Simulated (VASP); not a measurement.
A run of VASP 6.6.1 is set up as follows.

The input INCAR:

```
PREC = Accurate ; ENCUT = 570
EDIFF = 1E-6 ; ISMEAR = 0
SIGMA = 0.15 ; LREAL = False
LASPH = True ; NELM = 120
ALGO = Normal ; ISIF = 2
LWAVE = False ; LCHARG = False
GGA = CA ; NBANDS = 25
GGA_COMPAT = False
```

Contents of KPOINTS:

```
regular mesh
0
Gamma
  18 18 10
```

File POSCAR:

```
Pt
1.0
    2.6404892193      0.0000000000      0.0000000000
   -1.3202446096      2.2867307423      0.0000000000
    0.0000000000      0.0000000000      4.5604625585
Pt
2
Direct
    0.6490534533      0.3333333333      0.7500000000
    0.3509465467      0.6666666667      0.2500000000
```

Potentials or basis: VASP PAW LDA potentials, release 64 (Pt_sv_GW).

Command:

```sh
$ cat potpaw_LDA.64/Pt_sv_GW/POTCAR > POTCAR
$ mpirun -np 1 vasp_std > vasp.out
```

Question: Estimate the pressure.

Answer: 28.0 GPa.

Question: Estimate the largest force.

Answer: 0.047 eV/Å.

Forces on the atoms (eV/Å):
```
Pt   0.027 -0.039  0.000
Pt  -0.027  0.039  0.000
```

Caveat: the cell differs from its parent crystal (atoms displaced along a vibrational mode, the cell strained); the cell stands under pressure.
